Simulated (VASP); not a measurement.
Runs of VASP 6.6.1 on W. The structure is that of space group Im-3m (No. 229), or close to it. The cells are those of the table. 

```tsv
task	cell	k mesh	cutoff (eV)	gap on the mesh (eV)	pressure (GPa)
single point	a = 2.732 Å, angles 109.5°, 1 atom	18 × 18 × 18	520	none	0.7
single point	a = 2.733 Å, angles 109.5°, 1 atom	8 × 8 × 8	500	none	0.8
single point	a = 2.767 Å, angles 109.5°, 1 atom	8 × 8 × 8	520	none	(a)
relaxation of cell and atoms	relaxed from a = 2.733 Å, angles 109.5°, 1 atom	18 × 18 × 18	600	none	0.0
single point	a = 3.154, b = 3.154, c = 2.732 Å, angles 125.3, 54.7, 90.0°, 1 atom	11 × 11 × 21	500	none	0.4
```

Alike in all rows: level PBEsol; potentials or basis VASP PAW PBE potentials, release 64 (W_sv); no spin polarisation; smearing gaussian 0.1 eV.

Task: Fill in the values left out.

Result: (a) -10.6.

Caveats: the PAW data sets were made with another functional, which shifts forces and pressure a little; spin-orbit coupling is left out, which moves the levels of the heavy elements.

A k mesh can miss the band edges, and the runs leave out spin-orbit coupling on W.

A gap of «none» marks levels without a gap at the run's occupations.
